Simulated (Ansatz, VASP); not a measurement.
## Si in VASP and in Ansatz

```
CELL_PARAMETERS angstrom
3.82801 0.00000 0.00000
0.00000 6.96665 0.00000
-0.11816 0.00000 3.93034
ATOMIC_POSITIONS crystal
Si 0.00000 0.75416 0.50000
Si 0.00000 0.24584 0.50000
Si 0.75615 0.50000 0.17075
Si 0.24385 0.50000 0.82925
Si 0.29100 0.00000 0.19441
Si 0.70900 0.00000 0.80559
```

Change from the starting cell: the structure that the rattled cell fell into.

Alike in both runs: task single point; functional PBE; k mesh 4 × 4 × 4; occupations gaussian, width 0.1 eV; no spin polarisation.

|  | VASP | Ansatz |
| --- | --- | --- |
| version | VASP 6.6.1 | Ansatz 0.2.0 |
| potentials or method | VASP PAW PBE potentials, release 64 (Si), cutoff 520 eV | scalar-relativistic, plane waves, PAW |
| valence electrons in the cell | 24 | 24 |

Ansatz gave:

- gap on the k mesh at the Fermi level (eV): none
- pressure (GPa): 2.1
- traceless stress, the component that is largest in VASP (GPa): -2.97
- rms of the force components (eV/Å): 0.584

What did VASP give for the same quantities?

gap on the k mesh at the Fermi level (eV): none; pressure (GPa): 2.0; traceless stress, the component that is largest in VASP (GPa): -2.96; rms of the force components (eV/Å): 0.582.

Atom by atom the forces differ by 0.002 eV/Å (rms over components). A gap of «none» marks a metal or a gap that the smearing closes. With one functional, cell and mesh, what is left measures potentials, basis and numerics.

The k mesh is coarse, so the values compare programs but aren't converged.
